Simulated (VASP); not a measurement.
Input of a VASP 6.6.1 run:

File INCAR:

```
SYSTEM = SiNi3
PREC = Accurate ; ENCUT = 520
EDIFF = 1E-7 ; ISMEAR = 0
SIGMA = 0.1 ; LREAL = Auto
LASPH = .TRUE. ; NELM = 80
ALGO = Normal ; ISIF = 2
LWAVE = .FALSE. ; LCHARG = .TRUE.
GGA = PS ; LELF = .TRUE.
LVHAR = .TRUE. ; NBANDS = 82
```

The input KPOINTS:

```
regular mesh
0
G
  10 10 3
  0 0 0
```

File POSCAR:

```
SiNi3
1.0
    3.4612022787      0.0000000000      0.0000000000
    0.0000000000      3.4612022787      0.0000000000
    0.0000000000      0.0000000000     13.9519823234
Si Ni
4 12
Direct
    0.0000000000      0.0000000000      0.0110577659
    0.0000000000      0.0000000000      0.2549571470
    0.5000000000      0.0000000000      0.6200428530
    0.5000000000      0.0000000000      0.8639422341
    0.0000000000      0.5000000000      0.1261309016
    0.5000000000      0.0000000000      0.1285273221
    0.5000000000      0.5000000000     -0.0018019058
    0.0000000000      0.5000000000      0.3752215646
    0.5000000000      0.0000000000      0.3734361178
    0.5000000000      0.5000000000      0.2507475889
    0.0000000000      0.0000000000      0.5015638822
    0.0000000000      0.5000000000      0.6242524111
    0.5000000000      0.5000000000      0.4997784354
    0.0000000000      0.0000000000      0.7464726779
    0.0000000000      0.5000000000      0.8768019058
    0.5000000000      0.5000000000      0.7488690984
```

Potentials or basis: VASP PAW PBE potentials, release 64 (Si, Ni).

Command:

```sh
$ cat potpaw_PBE.64/Si/POTCAR potpaw_PBE.64/Ni/POTCAR > POTCAR
$ mpirun -np 1 vasp_std > vasp.out
```

(1) Predict the largest force.

(2) Estimate the pressure.

(3) Estimate the band gap on the k mesh.

Results:

(1) 0.022 eV/Å.

(2) 0.0 GPa.

(3) zero (bands 68 and 69 overlap by 0.31 eV).

Caveat: the PAW data sets were made with another functional, which shifts forces and pressure a little.
